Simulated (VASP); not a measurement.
Set up this calculation in VASP 6.6.1, as the native input.

- Task: single point
- Functional: LDA
- Potentials or basis: VASP PAW LDA potentials, release 64 (La, Sb)
- Cutoff: 500 eV
- k mesh: 7 × 7 × 7
- Occupations: gaussian, width 0.1 eV
- Spin: no spin polarisation
- Dipole correction: no
- Further INCAR settings: ALGO = Normal; EDIFF = 1e-06; NBANDS = 15

The structure of LaSb lies in POSCAR:

```
LaSb
1.0
    0.0000000000      3.2450000000      3.2450000000
    3.2450000000      0.0000000000      3.2450000000
    3.2450000000      3.2450000000      0.0000000000
La Sb
1 1
Direct
    0.0000000000      0.0000000000      0.0000000000
    0.5000000000      0.5000000000      0.5000000000
```

These files were run (other wordings do the same):

INCAR

```
SYSTEM = LaSb
PREC = Accurate
ENCUT = 500
EDIFF = 1E-6
ISMEAR = 0
SIGMA = 0.1
LREAL = .False.
LASPH = .True.
NELM = 200
ALGO = Normal
ISIF = 2
LWAVE = .False.
LCHARG = .False.
GGA = CA
NBANDS = 15
GGA_COMPAT = .False.
LMAXMIX = 6
```

KPOINTS

```
regular mesh
0
Gamma
  7 7 7
  0 0 0
```

Potentials or basis: VASP PAW LDA potentials, release 64 (La, Sb).

Run with:

```sh
$ cat potpaw_LDA.64/La/POTCAR potpaw_LDA.64/Sb/POTCAR > POTCAR
$ mpirun -np 1 vasp_std > vasp.out
```

Results of the run:

| Item | Value |
| --- | --- |
| Pressure | -2.2 GPa |
| Band gap on the k mesh | zero (bands 8 and 9 overlap by 0.41 eV) |

Caveat: spin-orbit coupling is left out, which moves the levels of the heavy elements.

Wall time 15 s on 1 thread of AMD EPYC 9R45 (Zen 5) (shared host), peak memory 0.16 GiB.
